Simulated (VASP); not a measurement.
A run of VASP 6.6.1 is set up as follows.

File INCAR:

```
PREC = Accurate ; ENCUT = 520
EDIFF = 1E-7 ; ISMEAR = -1
SIGMA = 0.1 ; LREAL = False
LASPH = True ; NELM = 150
ALGO = Normal ; ISIF = 2
LWAVE = False ; LCHARG = True
ISPIN = 2 ; MAGMOM = 0 0 0 0
LORBIT = 11 ; LMAXMIX = 4
GGA = PE ; LELF = True
LVHAR = True ; NBANDS = 27
```

KPOINTS

```
regular mesh
0
Gamma
  9 9 6
```

The input POSCAR:

```
NiSb
1.0
    3.9460016300      0.0000000000      0.0000000000
   -1.9730008100      3.4173376500      0.0000000000
    0.0000000000      0.0000000000      5.1480000000
Ni Sb
2 2
Direct
    0.0000000000      0.0000000000      0.0000000000
    0.0000000000      0.0000000000      0.5000000000
    0.3333333300      0.6666666700      0.2500000000
    0.6666666700      0.3333333300      0.7500000000
```

Potentials or basis: VASP PAW PBE potentials, release 64 (Ni, Sb).

Run with:

```bash
$ cat potpaw_PBE.64/Ni/POTCAR potpaw_PBE.64/Sb/POTCAR > POTCAR
$ mpirun -np 1 vasp_std > vasp.out
```

(1) Predict the band gap on the k mesh.

(2) Estimate the pressure.

(3) Predict the net moment.

Results:

(1) zero (filled and empty bands overlap).

(2) 2.0 GPa.

(3) 0.00 μB per cell.

Caveat: no moment was typed at the start, so none could form; spin-orbit coupling is left out, which moves the levels of the heavy elements.
